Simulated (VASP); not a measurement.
# Na (P6_3/mmc) in VASP: a series of runs

The runs below take Na through single point, relaxation of cell and atoms, with PBEsol.

All numbers are computed with VASP 6.6.1; they aren't measurements. Logs are shortened: lines on timing, memory, paths and dates and some standing lists are left out, and cuts for length are marked.

## 1. The cell of the first run

The structure is hexagonal, space group P6_3/mmc (No. 194). Conventional cell: a = 2.965 Å, b = 2.965 Å, c = 4.835 Å, α = 90.00°, β = 90.00°, γ = 120.00°. Na (site symmetry -6m2) has 12 Na at 2.96 to 2.97 Å within 3.9 Å.

This isn't the form of Na at room conditions, which is bcc.

## 2. Single point, PBEsol

Contents of INCAR:

```
PREC = Accurate ; ENCUT = 500
EDIFF = 1E-6 ; ISMEAR = -1
SIGMA = 0.1 ; LREAL = False
LASPH = True ; NELM = 120
ALGO = Normal ; ISIF = 2
LWAVE = False ; LCHARG = True
GGA = PS ; LELF = True
LVHAR = True ; NBANDS = 14
GGA_COMPAT = False
```

Contents of KPOINTS:

```
regular mesh
0
Gamma
  15 15 8
```

Contents of POSCAR:

```
Na
1.0
    2.9653988273      0.0000000000      0.0000000000
   -1.4826994136      2.5681107168      0.0000000000
    0.0000000000      0.0000000000      4.8348414050
Na
2
Direct
    0.3333333333      0.6666666667      0.2500000000
    0.6666666667      0.3333333333      0.7500000000
```

Potentials or basis: VASP PAW PBE potentials, release 64 (Na_pv).

The run is started by

```
> cat potpaw_PBE.64/Na_pv/POTCAR > POTCAR
> mpirun -np 1 vasp_std > vasp.out
```

OUTCAR:

```text
PREC = Accurate
   ENCUT = 500
   EDIFF = 1E-6
   ISMEAR = -1
   LREAL = False
   LASPH = True
   NELM = 120
   ISIF = 2
   GGA = PS

 ion  position               nearest neighbor table
   1  0.333  0.667  0.250-
   2  0.667  0.333  0.750-

  LATTYP: Found a hexagonal cell.
 ALAT       =     2.9653988273
 C/A-ratio  =     1.6304186002

  Lattice vectors:

 A1 = (   2.9653988273,   0.0000000000,   0.0000000000)
 A2 = (  -1.4826994136,   2.5681107168,   0.0000000000)
 A3 = (   0.0000000000,   0.0000000000,   4.8348414050)

Analysis of symmetry for initial positions (statically):
=====================================================================
 Subroutine PRICEL returns:
 Original cell was already a primitive cell.

 Routine SETGRP: Setting up the symmetry group for a
 hexagonal supercell.

 Subroutine GETGRP returns: Found 24 space group operations
 (whereof 12 operations were pure point group operations)
 out of a pool of 24 trial point group operations.

The static configuration has the point symmetry D_3d.
 The point group associated with its full space group is D_6h.

Analysis of symmetry for dynamics (positions and initial velocities):
=====================================================================
 Subroutine PRICEL returns:
 Original cell was already a primitive cell.

 Routine SETGRP: Setting up the symmetry group for a
 hexagonal supercell.

 Subroutine GETGRP returns: Found 24 space group operations
 (whereof 12 operations were pure point group operations)
 out of a pool of 24 trial point group operations.

The dynamic configuration has the point symmetry D_3d.
 The point group associated with its full space group is D_6h.

 Subroutine INISYM returns: Found 24 space group operations
 (whereof 12 operations are pure point group operations),
 and found     1 'primitive' translations

----------------------------------------------------------------------------------------

                                     Primitive cell

  volume of cell :      36.8196

  direct lattice vectors                    reciprocal lattice vectors
     2.965398827  0.000000000  0.000000000     0.337222768  0.194695656  0.000000000
    -1.482699414  2.568110717  0.000000000     0.000000000  0.389391311  0.000000000
     0.000000000  0.000000000  4.834841405     0.000000000  0.000000000  0.206832017

  length of vectors
     2.965398827  2.965398827  4.834841405     0.389391311  0.389391311  0.206832017

  position of ions in fractional coordinates (direct lattice)
     0.333333333  0.666666667  0.250000000
     0.666666667  0.333333333  0.750000000

  ion indices of the primitive-cell ions
   primitive index   ion index
                 1           1
                 2           2

----------------------------------------------------------------------------------------

 KPOINTS: regular mesh

Automatic generation of k-mesh.
 Grid dimensions read from file:
 generate k-points for:   15   15    8

 Generating k-lattice:

  Cartesian coordinates                     Fractional coordinates (reciprocal lattice)
     0.022481518  0.012979710  0.000000000     0.066666667  0.000000000  0.000000000
     0.000000000  0.025959421  0.000000000     0.000000000  0.066666667  0.000000000
     0.000000000  0.000000000  0.025854002     0.000000000  0.000000000  0.125000000

  Length of vectors
     0.025959421  0.025959421  0.025854002

  Shift w.r.t. Gamma in fractional coordinates (k-lattice)
     0.000000000  0.000000000  0.000000000

 Subroutine IBZKPT returns following result:
 ===========================================

 Found    135 irreducible k-points:

 Following reciprocal coordinates:
            Coordinates               Weight
  0.000000  0.000000  0.000000      1.000000
  0.066667  0.000000  0.000000      6.000000
  0.133333  0.000000  0.000000      6.000000
  0.200000  0.000000  0.000000      6.000000
  0.266667  0.000000  0.000000      6.000000
  0.333333  0.000000  0.000000      6.000000
[... 16 lines left out ...]
  0.333333  0.200000  0.000000     12.000000
  0.400000  0.200000  0.000000      6.000000
 [... further k-points ...]
   k-points           NKPTS =    135   k-points in BZ     NKDIM =    135   number of bands    NBANDS=     14
   number of dos      NEDOS =    301   number of ions     NIONS =      2
   total plane-waves  NPLWV =  20736
   dimension x,y,z NGX =    24 NGY =   24 NGZ =   36
   dimension x,y,z NGXF=    48 NGYF=   48 NGZF=   72
   ions per type =               2
   NGX,Y,Z   is equivalent  to a cutoff of  13.45, 13.45, 12.38 a.u.
   NGXF,Y,Z  is equivalent  to a cutoff of  26.91, 26.91, 24.76 a.u.
 SYSTEM =  unknown system
   PREC   = accura    normal or accurate (medium, high low for compatibility)
   ISTART =      0    job   : 0-new  1-cont  2-samecut
   ICHARG =      2    charge: 1-file 2-atom 10-const
   ISPIN  =      1    spin polarized calculation?
   LNONCOLLINEAR =      F non collinear calculations
   LSORBIT =      F    spin-orbit coupling
   LASPH  =      T    aspherical Exc in radial PAW
   ENCUT  =  500.0 eV  36.75 Ry    6.06 a.u.   5.41  5.41  8.82*2*pi/ulx,y,z
   NELM   =    120;   NELMIN=  2; NELMDL= -5     # of ELM steps
   EDIFF  = 0.1E-05   stopping-criterion for ELM
   LREAL  =      F    real-space projection
   EDIFFG = 0.1E-04   stopping-criterion for IOM
   NSW    =      0    number of steps for IOM
   IBRION =     -1    ionic relax: 0-MD 1-quasi-New 2-CG
   NFREE  =      0    steps in history (QN), initial steepest desc. (CG)
   ISIF   =      2    stress and relaxation
   ISYM   =      2    0-nonsym 1-usesym 2-fastsym
   POTIM  = 0.5000    time-step for ionic-motion
   TEBEG  =    0.0;   TEEND  =   0.0 temperature during run
   PSTRESS=    0.0 pullay stress
   NELECT =      14.0000    total number of electrons
   NUPDOWN=      -1.0000    fix difference up-down
   EMIN   =  10.00;   EMAX   =-10.00  energy-range for DOS
   EFERMI =   0.00;   METHOD = LEGACY
   ISMEAR =    -1;   SIGMA  =   0.10  broadening in eV -4-tet -1-fermi 0-gaus
   EFERMI_NEDOS =   21; number of points for ismear=-14 and -15
   IALGO  =     38    algorithm
   IMIX   =      4    mixing-type and parameters
     AMIX     =   0.40;   BMIX     =  1.00
     AMIX_MAG =   1.60;   BMIX_MAG =  1.00
  volume/ion in A,a.u.               =      18.41       124.24
  Fermi-wavevector in a.u.,A,eV,Ry     =   1.186018  2.241248 19.138470  1.406638
  Thomas-Fermi vector in A             =   2.322199
   LORBIT       =      0    0 simple, 1 ext, 2 COOP (PROOUT), +10 PAW based schemes
   GGA     = PS    functional components
   LHFCALC =     F    Hartree Fock is set to
   AEXX    =    0.0000 exact exchange contribution
   IVDW    =     0    specifies the selected vdW correction
   LEPSILON=     F    determine dielectric tensor
   LRPA    =     F    only Hartree local field effects (RPA)
 non-spin polarized calculation
  energy-cutoff  :      500.00
  volume of cell :       36.82
 maximum number of plane-waves:       966
 NGX is ok and might be reduce to    24

 number of electron      14.0000003 magnetization

 Free energy of the ion-electron system (eV)
  ---------------------------------------------------
  ext. energy  EPLUGINS =         0.00000000
  ---------------------------------------------------
  free energy    TOTEN  =        -1.57688717 eV

  energy without entropy =       -1.55322884  energy(sigma->0) =       -1.56505800

 E-fermi :   3.3518     XC(G=0):  -8.7145

 val. band max:        3.3400837312   @ k =   0.0667   0.0667   0.1250
 cond. band min:       3.3625349588   @ k =   0.2667   0.0000   0.2500
 fundamental gap:      0.0224512276
 Fermi energy:         3.3518458284

 k-point     1 :       0.0000    0.0000    0.0000
  band No.  band energies     occupation
      1     -21.7561      2.00000
      2     -21.4512      2.00000
      3     -21.4512      2.00000
      4     -21.4109      2.00000
      5     -21.4109      2.00000
      6     -21.4109      2.00000
      7      -1.8051      2.00000
      8       4.0362      0.00213
      9       5.0624      0.00000
     10      17.7396      0.00000
     11      17.7396      0.00000
     12      18.3531      0.00000
     13      19.2038      0.00000
     14      19.2038      0.00000

 k-point     2 :       0.0667    0.0000    0.0000
  band No.  band energies     occupation
      1     -21.7507      2.00000
      2     -21.4623      2.00000
      3     -21.4547      2.00000
      4     -21.4228      2.00000
      5     -21.4125      2.00000
      6     -21.4123      2.00000
      7      -1.6946      2.00000
      8       4.1144      0.00097
      9       5.1637      0.00000
     10      16.0119      0.00000
     11      17.3426      0.00000
     12      18.1150      0.00000
     13      19.4683      0.00000
     14      19.6676      0.00000

 k-point     3 :       0.1333    0.0000    0.0000
  band No.  band energies     occupation
      1     -21.7350      2.00000
      2     -21.4942      2.00000
      3     -21.4642      2.00000
      4     -21.4558      2.00000
      5     -21.4173      2.00000
      6     -21.4167      2.00000
      7      -1.3659      2.00000
      8       4.3500      0.00009
      9       5.4608      0.00000
     10      13.8913      0.00000
     11      16.6641      0.00000
     12      16.6923      0.00000
     13      18.6519      0.00000
     14      19.9354      0.00000
[... 324 lines left out ...]
 k-point    23 :       0.3333    0.2000    0.0000
  band No.  band energies     occupation
      1     -21.6826      2.00000
      2     -21.6320      2.00000
      3     -21.5819      2.00000
      4     -21.5647      2.00000
      5     -21.5035      2.00000
      6     -21.4923      2.00000
      7       3.1084      1.83888
      8       5.7974      0.00000
      9       7.9536      0.00000
     10       7.9897      0.00000
     11      10.7039      0.00000
     12      10.7491      0.00000
     13      13.3657      0.00000
     14      14.5501      0.00000

 k-point    24 :       0.4000    0.2000    0.0000
  band No.  band energies     occupation
      1     -21.6903      2.00000
      2     -21.6315      2.00000
      3     -21.5749      2.00000
      4     -21.5690      2.00000
      5     -21.5078      2.00000
      6     -21.5021      2.00000
      7       4.1032      0.00109
      8       4.7096      0.00000
      9       7.9673      0.00000
     10       8.8043      0.00000
     11       9.7432      0.00000
     12      10.8723      0.00000
     13      13.2777      0.00000
     14      14.1642      0.00000

 [... further k-points ...]

------------------------ aborting loop because EDIFF is reached ----------------------------------------

  FORCE on cell =-STRESS in cart. coord.  units (eV):
  Direction    XX          YY          ZZ          XY          YZ          ZX
  --------------------------------------------------------------------------------------
  -------------------------------------------------------------------------------------
  Total        4.3779311      4.3779311      4.3792863      0.0000000     -0.0000000      0.0000000
  in kB      190.5023847    190.5023847    190.5613574      0.0000000     -0.0000000      0.0000000
  external PRESSURE =     190.5220423 kB  Pullay stress =       0.0000000 kB

 VOLUME and BASIS-vectors are now :
 -----------------------------------------------------------------------------
  energy-cutoff  :      500.00
  volume of cell :       36.82
      direct lattice vectors                 reciprocal lattice vectors
     2.965398827  0.000000000  0.000000000     0.337222768  0.194695656  0.000000000
    -1.482699414  2.568110717  0.000000000     0.000000000  0.389391311  0.000000000
     0.000000000  0.000000000  4.834841405     0.000000000  0.000000000  0.206832017

 POSITION                                       TOTAL-FORCE (eV/Angst)
 -----------------------------------------------------------------------------------
     -0.00000      1.71207      1.20871        -0.000000      0.000000      0.000000
      1.48270      0.85604      3.62613         0.000000     -0.000000      0.000000
 -----------------------------------------------------------------------------------
    total drift:                               -0.000000      0.000000     -0.000000

  FREE ENERGIE OF THE ION-ELECTRON SYSTEM (eV)
  ---------------------------------------------------
  free  energy   TOTEN  =        -1.5768871661 eV

  energy  without entropy=       -1.5532288404  energy(sigma->0) =       -1.56505800
```

It took 60 s on 1 thread of Intel Xeon 8259CL, shared host; peak memory 0.18 GiB.

Results:

| Property | Result |
| --- | --- |
| Free energy | -1.5769 eV |
| Pressure | 19.1 GPa |
| Band gap on the k mesh | zero (bands 7 and 8 overlap by 6.31 eV) |

Levels at points of the mesh, in eV from the Fermi level:
| k point | band 4 | band 5 | band 6 | band 7 | band 8 | band 9 | band 10 | band 11 |
| --- | --- | --- | --- | --- | --- | --- | --- | --- |
| (0.00, 0.00, 0.00) | -24.76 | -24.76 | -24.76 | -5.16 | 0.68 | 1.71 | 14.39 | 14.39 |
| (0.00, 0.00, 0.50) | -24.78 | -24.78 | -24.78 | -3.46 | -3.46 | 8.19 | 8.19 | 15.09 |

Caveat: the cell stands under pressure; the PAW data sets were made with another functional, which shifts forces and pressure a little.

## 3. Single point, PBEsol

Contents of INCAR:

```
SYSTEM = Na
PREC = Accurate
ENCUT = 500
EDIFF = 1E-6
ISMEAR = -1
SIGMA = 0.1
LREAL = .FALSE.
LASPH = .TRUE.
NELM = 120
ALGO = Normal
ISIF = 2
LWAVE = .FALSE.
LCHARG = .TRUE.
GGA = PS
LELF = .TRUE.
LVHAR = .TRUE.
NBANDS = 14
GGA_COMPAT = .FALSE.
```

Contents of KPOINTS:

```
regular mesh
0
G
  15 15 8
  0 0 0
```

Contents of POSCAR:

```
Na
1.0
    2.9646875739      0.0000000000      0.0000000000
   -1.4823437869      2.5674947533      0.0000000000
    0.0000000000      0.0000000000      4.8339418766
Na
2
Direct
    0.3333333333      0.6666666667      0.2500000000
    0.6666666667      0.3333333333      0.7500000000
```

Potentials or basis: VASP PAW PBE potentials, release 64 (Na_pv).

The run is started by

```
> cat potpaw_PBE.64/Na_pv/POTCAR > POTCAR
> mpirun -np 1 vasp_std > vasp.out
```

Run time: 66 s. Hardware: 1 thread of Intel Xeon 8259CL, shared host; peak memory 0.18 GiB.

The run converged. Its results:

| Quantity | Value |
| --- | --- |
| Free energy | -1.5740 eV |
| Pressure | 19.1 GPa |
| Band gap on the k mesh | zero (bands 7 and 8 overlap by 6.31 eV) |

Levels at points of the mesh, in eV from the Fermi level:
```csv
k point,band 5,band 6,band 7,band 8,band 9,band 10
"(0.00, 0.00, 0.00)",-24.76,-24.76,-5.16,0.68,1.71,14.39
"(0.00, 0.00, 0.50)",-24.78,-24.78,-3.46,-3.46,8.19,8.19
```

Caveat: the cell stands under pressure; the PAW data sets were made with another functional, which shifts forces and pressure a little.

## 4. Single point, PBEsol

This run uses another cell than the first one: it holds 4 atoms, not 2.

Contents of INCAR:

```
PREC = Accurate ; ENCUT = 500
EDIFF = 1E-6 ; ISMEAR = -1
SIGMA = 0.1 ; LREAL = False
LASPH = True ; NELM = 120
ALGO = Normal ; ISIF = 2
LWAVE = False ; LCHARG = False
GGA = PS ; NBANDS = 22
GGA_COMPAT = False
```

Contents of KPOINTS:

```
Automatic mesh
0
Gamma
  9 9 6
```

Contents of POSCAR:

```
Na
1.0
    2.9484012880      0.0000000000      0.0000000000
   -1.4742006440      2.5533904160      0.0000000000
    0.0000000000      0.0000000000      9.7794794983
Na
4
Direct
    0.0000000000      0.0000000000      0.0000000000
    0.0000000000      0.0000000000      0.5000000000
    0.3333333333      0.6666666667      0.2500000000
    0.6666666667      0.3333333333      0.7500000000
```

The run is started by

```
> cat potpaw_PBE.64/Na_pv/POTCAR > POTCAR
> mpirun -np 1 vasp_std > vasp.out
```

It took 88 s on 1 thread of Intel Xeon 8259CL, shared host; peak memory 0.21 GiB.

It converged, with:

```
Free energy            : -3.1594 eV
Pressure               : 19.0 GPa
Band gap on the k mesh : zero (bands 14 and 15 overlap by 5.43 eV)
```

Levels at points of the mesh, in eV from the Fermi level:
| k point | band 10 | band 11 | band 12 | band 13 | band 14 | band 15 | band 16 | band 17 | band 18 | band 19 |
| --- | --- | --- | --- | --- | --- | --- | --- | --- | --- | --- |
| (0.00, 0.00, 0.00) | -24.83 | -24.82 | -24.82 | -5.22 | -3.56 | -3.56 | 0.48 | 1.54 | 7.87 | 7.88 |
| (0.00, 0.00, 0.50) | -24.83 | -24.83 | -24.83 | -4.79 | -4.79 | -1.62 | -1.62 | 4.21 | 4.21 | 12.02 |

Caveat: the cell stands under pressure; the PAW data sets were made with another functional, which shifts forces and pressure a little.

## 5. Relaxation of cell and atoms, PBEsol, target pressure 19 GPa, at which the enthalpy is minimised

Contents of INCAR:

```
SYSTEM = Na
ALGO = Normal ; EDIFF = 1E-7
EDIFFG = -0.005 ; ENCUT = 500
GGA = PS ; GGA_COMPAT = .False.
IBRION = 2 ; ISIF = 3
ISMEAR = -1 ; LASPH = .True.
LCHARG = .False. ; LREAL = .False.
LWAVE = .False. ; NELM = 120
NELMIN = 4 ; NSW = 32
PREC = Accurate ; PSTRESS = 190.0
SIGMA = 0.1
```

Contents of KPOINTS:

```
k-points
0
Gamma
  15 15 8
  0 0 0
```

Contents of POSCAR:

```
Na
1.0
    2.9653988273      0.0000000000      0.0000000000
   -1.4826994136      2.5681107168      0.0000000000
    0.0000000000      0.0000000000      4.8348414050
Na
2
Direct
    0.3333333333      0.6666666667      0.2500000000
    0.6666666667      0.3333333333      0.7500000000
```

The run is started by

```
> cat potpaw_PBE.64/Na_pv/POTCAR > POTCAR
> mpirun -np 1 vasp_std > vasp.out
```

It took 42 s on 1 thread of Intel Xeon 8259CL, shared host; peak memory 0.17 GiB.

The run converged. Its results:

```
Free energy             : -1.5769 eV
Pressure after relaxing : 19.0 GPa
Band gap on the k mesh  : zero (bands 7 and 8 overlap by 6.31 eV)
```

Final structure:
```xyz
2
Lattice="2.9654 0.0000 0.0000 -1.4827 2.5681 0.0000 0.0000 0.0000 4.8348" Properties=species:S:1:pos:R:3 pbc="T T T"
Na    0.0000    1.7121    1.2087
Na    1.4827    0.8560    3.6261
```

Levels at points of the mesh, in eV from the Fermi level:
```tsv
k point	band 4	band 5	band 6	band 7	band 8	band 9	band 10	band 11
(0.00, 0.00, 0.00)	-24.76	-24.76	-24.76	-5.16	0.68	1.71	14.39	14.39
(0.00, 0.00, 0.50)	-24.78	-24.78	-24.78	-3.46	-3.46	8.19	8.19	15.09
```

Caveat: the relaxation stopped at its first step, so nothing moved; the cell is relaxed towards a set pressure, so the run minimises the enthalpy, not the energy; the PAW data sets were made with another functional, which shifts forces and pressure a little.

(Part 1 of 2 ends here.)
